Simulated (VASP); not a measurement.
A run of VASP 6.6.1 is set up as follows.

The input INCAR:

```
SYSTEM = Ru
PREC = Accurate
ENCUT = 600
EDIFF = 1E-7
ISMEAR = -1
SIGMA = 0.1
LREAL = .False.
LASPH = .True.
NELM = 60
ALGO = Normal
ISIF = 3
LWAVE = .False.
LCHARG = .False.
GGA = PE
IBRION = 2
NSW = 60
EDIFFG = -0.005
PSTRESS = 480.0
```

Contents of KPOINTS:

```
regular mesh
0
Gamma
  18 18 18
  0 0 0
```

Contents of POSCAR:

```
Ru
1.0
    0.0000000000      1.8318115013      1.8318115013
    1.8318115013      0.0000000000      1.8318115013
    1.8318115013      1.8318115013      0.0000000000
Ru
1
Direct
    0.0000000000      0.0000000000      0.0000000000
```

Potentials or basis: VASP PAW PBE potentials, release 64 (Ru_pv).

Command:

```console
$ cat potpaw_PBE.64/Ru_pv/POTCAR > POTCAR
$ mpirun -np 1 vasp_std > vasp.out
```

What does it give for the space group after relaxing (to 0.05 Å)?

Fm-3m (No. 225).

Estimate the band gap on the k mesh.

zero (band 7 reaches 17.31 eV, above the bottom of band 8 at 13.25 eV).

Predict the relaxed volume.

12.30 Å³/atom.

Step by step:
```tsv
step	energy change (eV)	largest force (eV/Å)	pressure (GPa)	volume (Å³)
1	0.0000	0.0000	48.19	12.29
2	-0.0079	0.0000	47.07	12.32
3	-0.0013	0.0000	48.01	12.30
```

Caveat: the cell is relaxed towards a set pressure, so the enthalpy falls and the energy may rise.
